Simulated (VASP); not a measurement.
# TiO2 (P4_2/mnm) in VASP: single point with HSE06

Aim: the single point of TiO2 with HSE06.

All numbers are computed with VASP 6.6.1; they aren't measurements. Logs are shortened: lines on timing, memory, paths and dates and some standing lists are left out, and cuts for length are marked.

## 1. The cell of the first run

Symmetry: P4_2/mnm, No. 136, tetragonal system. The conventional cell has a = 4.591 Å, b = 4.591 Å, c = 2.939 Å, α = 90.00°, β = 90.00°, γ = 90.00°. Ti (site symmetry mmm) has 6 O at 1.94 to 1.98 Å within 2.6 Å. O (site symmetry m2m) has 3 Ti at 1.94 to 1.98 Å and 1 O at 2.54 Å within 2.6 Å.

## 2. Single point, HSE06

The input, POSCAR:

```
TiO2
1.0
    9.1828280000      0.0000000000      0.0000000000
    0.0000000000      9.1828280000      0.0000000000
    0.0000000000      0.0000000000      8.8166120000
Ti O
24 48
Direct
    0.0000000000      0.0000000000      0.0000000000
    0.0000000000      0.0000000000      0.3333330000
    0.0000000000      0.0000000000      0.6666670000
    0.0000000000      0.5000000000      0.0000000000
    0.0000000000      0.5000000000      0.3333330000
    0.0000000000      0.5000000000      0.6666670000
    0.5000000000      0.0000000000      0.0000000000
    0.5000000000      0.0000000000      0.3333330000
    0.5000000000      0.0000000000      0.6666670000
    0.5000000000      0.5000000000      0.0000000000
    0.5000000000      0.5000000000      0.3333330000
    0.5000000000      0.5000000000      0.6666670000
    0.2500000000      0.2500000000      0.1666670000
    0.2500000000      0.2500000000      0.5000000000
    0.2500000000      0.2500000000      0.8333330000
    0.2500000000      0.7500000000      0.1666670000
    0.2500000000      0.7500000000      0.5000000000
    0.2500000000      0.7500000000      0.8333330000
    0.7500000000      0.2500000000      0.1666670000
    0.7500000000      0.2500000000      0.5000000000
    0.7500000000      0.2500000000      0.8333330000
    0.7500000000      0.7500000000      0.1666670000
    0.7500000000      0.7500000000      0.5000000000
    0.7500000000      0.7500000000      0.8333330000
    0.1522280000      0.1522280000      0.0000000000
    0.1522280000      0.1522280000      0.3333330000
    0.1522280000      0.1522280000      0.6666670000
    0.1522280000      0.6522280000      0.0000000000
    0.1522280000      0.6522280000      0.3333330000
    0.1522280000      0.6522280000      0.6666670000
    0.6522280000      0.1522280000      0.0000000000
    0.6522280000      0.1522280000      0.3333330000
    0.6522280000      0.1522280000      0.6666670000
    0.6522280000      0.6522280000      0.0000000000
    0.6522280000      0.6522280000      0.3333330000
    0.6522280000      0.6522280000      0.6666670000
    0.3477720000      0.3477720000      0.0000000000
    0.3477720000      0.3477720000      0.3333330000
    0.3477720000      0.3477720000      0.6666670000
    0.3477720000      0.8477720000      0.0000000000
    0.3477720000      0.8477720000      0.3333330000
    0.3477720000      0.8477720000      0.6666670000
    0.8477720000      0.3477720000      0.0000000000
    0.8477720000      0.3477720000      0.3333330000
    0.8477720000      0.3477720000      0.6666670000
    0.8477720000      0.8477720000      0.0000000000
    0.8477720000      0.8477720000      0.3333330000
    0.8477720000      0.8477720000      0.6666670000
    0.0977720000      0.4022280000      0.1666670000
    0.0977720000      0.4022280000      0.5000000000
    0.0977720000      0.4022280000      0.8333330000
    0.0977720000      0.9022280000      0.1666670000
    0.0977720000      0.9022280000      0.5000000000
    0.0977720000      0.9022280000      0.8333330000
    0.5977720000      0.4022280000      0.1666670000
    0.5977720000      0.4022280000      0.5000000000
    0.5977720000      0.4022280000      0.8333330000
    0.5977720000      0.9022280000      0.1666670000
    0.5977720000      0.9022280000      0.5000000000
    0.5977720000      0.9022280000      0.8333330000
    0.4022280000      0.0977720000      0.1666670000
    0.4022280000      0.0977720000      0.5000000000
    0.4022280000      0.0977720000      0.8333330000
    0.4022280000      0.5977720000      0.1666670000
    0.4022280000      0.5977720000      0.5000000000
    0.4022280000      0.5977720000      0.8333330000
    0.9022280000      0.0977720000      0.1666670000
    0.9022280000      0.0977720000      0.5000000000
    0.9022280000      0.0977720000      0.8333330000
    0.9022280000      0.5977720000      0.1666670000
    0.9022280000      0.5977720000      0.5000000000
    0.9022280000      0.5977720000      0.8333330000
```

The input, INCAR.step1:

```
SYSTEM = TiO2
PREC = Accurate ; ENCUT = 520
EDIFF = 1E-5 ; ISMEAR = -1
SIGMA = 0.05 ; LREAL = Auto
LASPH = .True. ; NELM = 60
ALGO = Normal ; ISIF = 2
LWAVE = .True. ; LCHARG = .False.
NBANDS = 330 ; GGA = PE
LUSENCCL = .False.
```

The input, INCAR.step2:

```
SYSTEM = TiO2
PREC = Accurate ; ENCUT = 520
EDIFF = 1E-7 ; ISMEAR = -1
SIGMA = 0.05 ; LREAL = Auto
LASPH = .True. ; NELM = 60
ALGO = Normal ; ISIF = 2
LWAVE = .False. ; LCHARG = .False.
GGA = PE ; LHFCALC = .True.
HFSCREEN = 0.2079 ; PRECFOCK = Fast
NBANDS = 330 ; ISTART = 1
LUSENCCL = .False.
```

The input, KPOINTS:

```
Automatic mesh
0
Gamma
  1 1 1
  0 0 0
```

Potentials or basis: VASP PAW PBE potentials, release 64 (Ti_sv, O).

The run is started by

```bash
$ cat potpaw_PBE.64/Ti_sv/POTCAR potpaw_PBE.64/O/POTCAR > POTCAR
$ cp INCAR.step1 INCAR
$ mpirun -np 1 vasp_gam > vasp.out
$ cp INCAR.step2 INCAR
$ mpirun -np 1 vasp_gam > vasp.out
```

OUTCAR:

```text
SYSTEM = TiO2
   PREC = Accurate
   ENCUT = 520
   EDIFF = 1E-7
   ISMEAR = -1
   LREAL = Auto
   LASPH = .True.
   NELM = 60
   ISIF = 2
   GGA = PE
   LHFCALC = .True.
   HFSCREEN = 0.2079
   PRECFOCK = Fast
   ISTART = 1

 ion  position               nearest neighbor table
   1  0.000  0.000  0.000-  52 1.94  54 1.94  67 1.94  69 1.94  25 1.98  46 1.98
   2  0.000  0.000  0.333-  52 1.94  67 1.94  53 1.94  68 1.94  26 1.98  47 1.98
   3  0.000  0.000  0.667-  54 1.94  69 1.94  68 1.94  53 1.94  27 1.98  48 1.98
   4  0.000  0.500  0.000-  49 1.94  51 1.94  70 1.94  72 1.94  28 1.98  43 1.98
   5  0.000  0.500  0.333-  49 1.94  70 1.94  50 1.94  71 1.94  29 1.98  44 1.98
   6  0.000  0.500  0.667-  51 1.94  72 1.94  71 1.94  50 1.94  30 1.98  45 1.98
[... 73 lines left out ...]
 A1 = (   9.1828280000,   0.0000000000,   0.0000000000)
 A2 = (   0.0000000000,   9.1828280000,   0.0000000000)
 A3 = (   0.0000000000,   0.0000000000,   8.8166120000)

Analysis of symmetry for initial positions (statically):
=====================================================================
 Subroutine PRICEL returns following result:

  LATTYP: Found a simple tetragonal cell.
 ALAT       =     4.5914140000
 C/A-ratio  =     0.6400790100

  Lattice vectors:

 A1 = (   4.5914140000,   0.0000000000,   0.0000000000)
 A2 = (   0.0000000000,   4.5914140000,   0.0000000000)
 A3 = (   0.0000000000,   0.0000000000,   2.9388677278)

  12 primitive cells build up your supercell.

 Routine SETGRP: Setting up the symmetry group for a
 simple tetragonal supercell.

 Subroutine GETGRP returns: Found 16 space group operations
 (whereof  8 operations were pure point group operations)
 out of a pool of 16 trial point group operations.

The static configuration has the point symmetry D_2h.
 The point group associated with its full space group is D_4h.

Analysis of symmetry for dynamics (positions and initial velocities):
=====================================================================
 Subroutine PRICEL returns following result:

  LATTYP: Found a simple tetragonal cell.
 ALAT       =     4.5914140000
 C/A-ratio  =     0.6400790100

  Lattice vectors:

 A1 = (   4.5914140000,   0.0000000000,   0.0000000000)
 A2 = (   0.0000000000,   4.5914140000,   0.0000000000)
 A3 = (   0.0000000000,   0.0000000000,   2.9388677278)

  12 primitive cells build up your supercell.

 Routine SETGRP: Setting up the symmetry group for a
 simple tetragonal supercell.

 Subroutine GETGRP returns: Found 16 space group operations
 (whereof  8 operations were pure point group operations)
 out of a pool of 16 trial point group operations.

The dynamic configuration has the point symmetry D_2h.
 The point group associated with its full space group is D_4h.

 Subroutine INISYM returns: Found 16 space group operations
 (whereof  8 operations are pure point group operations),
 and found    12 'primitive' translations

----------------------------------------------------------------------------------------

                                     Primitive cell

  volume of cell :      61.9545

  direct lattice vectors                    reciprocal lattice vectors
     4.591414000  0.000000000  0.000000000     0.217797829  0.000000000  0.000000000
[... 35 lines left out ...]
     0.000000000  0.108898914  0.000000000     0.000000000  1.000000000  0.000000000
     0.000000000  0.000000000  0.113422253     0.000000000  0.000000000  1.000000000

  Length of vectors
     0.108898914  0.108898914  0.113422253

  Shift w.r.t. Gamma in fractional coordinates (k-lattice)
     0.000000000  0.000000000  0.000000000

 Subroutine IBZKPT returns following result:
 ===========================================

 Found      1 irreducible k-points:

 Following reciprocal coordinates:
            Coordinates               Weight
  0.000000  0.000000  0.000000      1.000000
   k-points           NKPTS =      1   k-points in BZ     NKDIM =      1   number of bands    NBANDS=    330
   number of dos      NEDOS =    301   number of ions     NIONS =     72
   total plane-waves  NPLWV = 343000
   dimension x,y,z NGX =    70 NGY =   70 NGZ =   70
   dimension x,y,z NGXF=   140 NGYF=  140 NGZF=  140
   ions per type =              24  48
   NGX,Y,Z   is equivalent  to a cutoff of  12.67, 12.67, 13.20 a.u.
   NGXF,Y,Z  is equivalent  to a cutoff of  25.35, 25.35, 26.40 a.u.
 SYSTEM =  TiO2
   PREC   = accura    normal or accurate (medium, high low for compatibility)
   ISTART =      1    job   : 0-new  1-cont  2-samecut
   ICHARG =      0    charge: 1-file 2-atom 10-const
   ISPIN  =      1    spin polarized calculation?
   LNONCOLLINEAR =      F non collinear calculations
   LSORBIT =      F    spin-orbit coupling
   LASPH  =      T    aspherical Exc in radial PAW
   ENCUT  =  520.0 eV  38.22 Ry    6.18 a.u.  17.07 17.07 16.39*2*pi/ulx,y,z
   NELM   =     60;   NELMIN=  2; NELMDL=  0     # of ELM steps
   EDIFF  = 0.1E-06   stopping-criterion for ELM
   LREAL  =      T    real-space projection
   EDIFFG = 0.1E-05   stopping-criterion for IOM
   NSW    =      0    number of steps for IOM
   IBRION =     -1    ionic relax: 0-MD 1-quasi-New 2-CG
   NFREE  =      0    steps in history (QN), initial steepest desc. (CG)
   ISIF   =      2    stress and relaxation
   ISYM   =      3    0-nonsym 1-usesym 2-fastsym
   POTIM  = 0.5000    time-step for ionic-motion
   TEBEG  =    0.0;   TEEND  =   0.0 temperature during run
   PSTRESS=    0.0 pullay stress
   NELECT =     576.0000    total number of electrons
   NUPDOWN=      -1.0000    fix difference up-down
   EMIN   =  10.00;   EMAX   =-10.00  energy-range for DOS
   EFERMI =   0.00;   METHOD = LEGACY
   ISMEAR =    -1;   SIGMA  =   0.05  broadening in eV -4-tet -1-fermi 0-gaus
   EFERMI_NEDOS =   21; number of points for ismear=-14 and -15
   IALGO  =     38    algorithm
   IMIX   =      1    mixing-type and parameters
     AMIX     =   0.40;   BMIX     =  1.00
     AMIX_MAG =   1.60;   BMIX_MAG =  1.00
  volume/ion in A,a.u.               =      10.33        69.68
  Fermi-wavevector in a.u.,A,eV,Ry     =   1.503595  2.841382 30.760010  2.260797
  Thomas-Fermi vector in A             =   2.614684
   LORBIT       =      0    0 simple, 1 ext, 2 COOP (PROOUT), +10 PAW based schemes
   GGA     = PE    functional components
   LHFCALC =     T    Hartree Fock is set to
   PRECFOCK=fast      Normal, Fast or Accurate (Low or Medium for compatibility)
   ENCUT4O =  -1.0   cutoff for four orbital integrals eV
   NKREDX  =     1    reduce k-point grid by
   NKREDY  =     1    reduce k-point grid by
   NKREDZ  =     1    reduce k-point grid by
   AEXX    =    0.2500 exact exchange contribution
   HFSCREEN=    0.2079 screening length (either q_TF or 0.3 A-1)
   HFSCREENC=   0.2079 screening length for correlation (either q_TF or 0.3 A-1)
   ENCUTFOCK=  -1.0 apply spherical cutoff to Coloumb kernel
   IVDW    =     0    specifies the selected vdW correction
   LEPSILON=     F    determine dielectric tensor
   LRPA    =     F    only Hartree local field effects (RPA)
 non-spin polarized calculation
  energy-cutoff  :      520.00
  volume of cell :      743.45
 maximum number of plane-waves:      9999
 NGX is ok and might be reduce to    70
  NGX = 36; NGY = 36; NGZ = 36

 number of electron     575.9999918 magnetization

 Free energy of the ion-electron system (eV)
  ---------------------------------------------------
  ext. energy  EPLUGINS =         0.00000000
  ---------------------------------------------------
  free energy    TOTEN  =      -794.95094580 eV

  energy without entropy =     -794.95094580  energy(sigma->0) =     -794.95094580

 E-fermi :   5.3832     XC(G=0):  -9.3995

 val. band max:        3.9780506495   @ k =   0.0000   0.0000   0.0000
 cond. band min:       7.3537741364   @ k =   0.0000   0.0000   0.0000
 fundamental gap:      3.3757234870
 Fermi energy:         5.3832217446

 k-point     1 :       0.0000    0.0000    0.0000
  band No.  band energies     occupation
      1     -57.2992      2.00000
      2     -57.2899      2.00000
      3     -57.2899      2.00000
      4     -57.2899      2.00000
      5     -57.2899      2.00000
      6     -57.2899      2.00000
[... 292 lines left out ...]
    299       7.7749      0.00000
    300       7.7749      0.00000
 [bands above 300 left out]

------------------------ aborting loop because EDIFF is reached ----------------------------------------

  FORCE on cell =-STRESS in cart. coord.  units (eV):
  Direction    XX          YY          ZZ          XY          YZ          ZX
  --------------------------------------------------------------------------------------
  -------------------------------------------------------------------------------------
  Total       -3.9954883     -3.9954883      4.9076868      0.0000000      0.0000000      0.0000000
  in kB       -8.6104494     -8.6104494     10.5762765      0.0000000      0.0000000      0.0000000
  external PRESSURE =      -2.2148741 kB  Pullay stress =       0.0000000 kB

 VOLUME and BASIS-vectors are now :
 -----------------------------------------------------------------------------
  energy-cutoff  :      520.00
  volume of cell :      743.45
      direct lattice vectors                 reciprocal lattice vectors
     9.182828000  0.000000000  0.000000000     0.108898914  0.000000000  0.000000000
     0.000000000  9.182828000  0.000000000     0.000000000  0.108898914  0.000000000
     0.000000000  0.000000000  8.816612000     0.000000000  0.000000000  0.113422253

 POSITION                                       TOTAL-FORCE (eV/Angst)
 -----------------------------------------------------------------------------------
      0.00000      0.00000      0.00000        -0.000000      0.000000      0.000000
      0.00000      0.00000      2.93887        -0.000000      0.000000     -0.000000
      0.00000      0.00000      5.87774        -0.000000      0.000000      0.000000
      0.00000      4.59141      0.00000        -0.000000      0.000000     -0.000000
      0.00000      4.59141      2.93887        -0.000000      0.000000      0.000000
      0.00000      4.59141      5.87774        -0.000000      0.000000      0.000000
[... 64 lines left out ...]
      8.28500      5.48924      4.40831         0.078038     -0.078038     -0.000000
      8.28500      5.48924      7.34717         0.078038     -0.078038      0.000000
 -----------------------------------------------------------------------------------
    total drift:                                0.000005      0.000003     -0.000008

  FREE ENERGIE OF THE ION-ELECTRON SYSTEM (eV)
  ---------------------------------------------------
  free  energy   TOTEN  =      -794.9509458011 eV

  energy  without entropy=     -794.9509458011  energy(sigma->0) =     -794.95094580
```

Run time: 8 min. Hardware: 1 × NVIDIA H100 80GB with 1 thread of Intel Xeon Platinum 8481C at 2.70GHz (Sapphire Rapids), shared host; peak memory 1.5 GiB.

Results:

| Property | Result |
| --- | --- |
| Free energy | -794.9509 eV |
| Pressure | -0.2 GPa |
| Largest force | 0.110 eV/Å |
| Band gap on the k mesh | 3.38 eV |

Forces in eV/Å, atoms in the order of the input:
```
Ti   0.000  0.000  0.000
Ti   0.000  0.000  0.000
Ti   0.000  0.000  0.000
Ti   0.000  0.000  0.000
Ti   0.000  0.000  0.000
Ti   0.000  0.000  0.000
Ti   0.000  0.000  0.000
Ti   0.000  0.000  0.000
Ti   0.000  0.000  0.000
Ti   0.000  0.000  0.000
Ti   0.000  0.000  0.000
Ti   0.000  0.000  0.000
Ti   0.000  0.000  0.000
Ti   0.000  0.000  0.000
Ti   0.000  0.000  0.000
Ti   0.000  0.000  0.000
Ti   0.000  0.000  0.000
Ti   0.000  0.000  0.000
Ti   0.000  0.000  0.000
Ti   0.000  0.000  0.000
Ti   0.000  0.000  0.000
Ti   0.000  0.000  0.000
Ti   0.000  0.000  0.000
Ti   0.000  0.000  0.000
O    0.078  0.078  0.000
O    0.078  0.078  0.000
O    0.078  0.078  0.000
O    0.078  0.078  0.000
O    0.078  0.078  0.000
O    0.078  0.078  0.000
O    0.078  0.078  0.000
O    0.078  0.078  0.000
O    0.078  0.078  0.000
O    0.078  0.078  0.000
O    0.078  0.078  0.000
O    0.078  0.078  0.000
O   -0.078 -0.078  0.000
O   -0.078 -0.078  0.000
O   -0.078 -0.078  0.000
O   -0.078 -0.078  0.000
O   -0.078 -0.078  0.000
O   -0.078 -0.078  0.000
O   -0.078 -0.078  0.000
O   -0.078 -0.078  0.000
O   -0.078 -0.078  0.000
O   -0.078 -0.078  0.000
O   -0.078 -0.078  0.000
O   -0.078 -0.078  0.000
O   -0.078  0.078  0.000
O   -0.078  0.078  0.000
O   -0.078  0.078  0.000
O   -0.078  0.078  0.000
O   -0.078  0.078  0.000
O   -0.078  0.078  0.000
O   -0.078  0.078  0.000
O   -0.078  0.078  0.000
O   -0.078  0.078  0.000
O   -0.078  0.078  0.000
O   -0.078  0.078  0.000
O   -0.078  0.078  0.000
O    0.078 -0.078  0.000
O    0.078 -0.078  0.000
O    0.078 -0.078  0.000
O    0.078 -0.078  0.000
O    0.078 -0.078  0.000
O    0.078 -0.078  0.000
O    0.078 -0.078  0.000
O    0.078 -0.078  0.000
O    0.078 -0.078  0.000
O    0.078 -0.078  0.000
O    0.078 -0.078  0.000
O    0.078 -0.078  0.000
```

Stress tensor (GPa, compression positive):
```
-0.86  0.00  0.00
 0.00 -0.86  0.00
 0.00  0.00  1.06
```

Levels at points of the mesh, in eV from the valence-band top:
| k point | band 285 | band 286 | band 287 | band 288 | band 289 | band 290 | band 291 | band 292 |
| --- | --- | --- | --- | --- | --- | --- | --- | --- |
| (0.00, 0.00, 0.00) | -0.76 | -0.46 | -0.46 | 0.00 | 3.38 | 3.39 | 3.39 | 3.68 |

Caveat: the k points lie up to 0.71 Å⁻¹ apart; the PAW data sets were made with another functional, which shifts forces and pressure a little. A k mesh can miss the band edges.
